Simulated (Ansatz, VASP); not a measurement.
# Si: VASP beside Ansatz

```
Si
1.0
     0.00000    5.43000    5.43000
     5.43000    0.00000    5.43000
     5.43000    5.43000    0.00000
Si
17
Direct
  0.00774 0.00017 0.99008
  0.12156 0.16322 0.10749
  0.00782 0.00014 0.50188
  0.15466 0.11432 0.61547
  0.93102 0.52213 0.02339
  0.12082 0.60589 0.10910
  0.00658 0.48887 0.50223
  0.12086 0.60577 0.66414
  0.49581 0.01814 0.99297
  0.63573 0.12233 0.11999
  0.52773 0.99003 0.49107
  0.63582 0.12223 0.62186
  0.49472 0.49332 0.99464
  0.54956 0.65076 0.14987
  0.49478 0.49321 0.51737
  0.63445 0.61878 0.62339
  0.13221 0.78887 0.28945
```

Alike in both runs: functional PBE; k mesh 2 × 2 × 2; occupations fermi-dirac, width 0.02 eV; no spin polarisation.

Ansatz relaxed the structure, and its values are those at the end. VASP's run is a single point on that final structure, the one shown.

```csv
,VASP,Ansatz
version,VASP 6.6.1,Ansatz 0.2.0
potentials or method,"VASP PAW PBE potentials, release 64 (Si), cutoff 520 eV","scalar-relativistic, plane waves, PAW"
valence electrons in the cell,68,68
```

```tsv
	VASP	Ansatz	Ansatz less VASP
rms of the force components (eV/Å)	0.017	0.017	-0.0002
```

The k mesh is coarse, so the values compare programs but aren't converged.
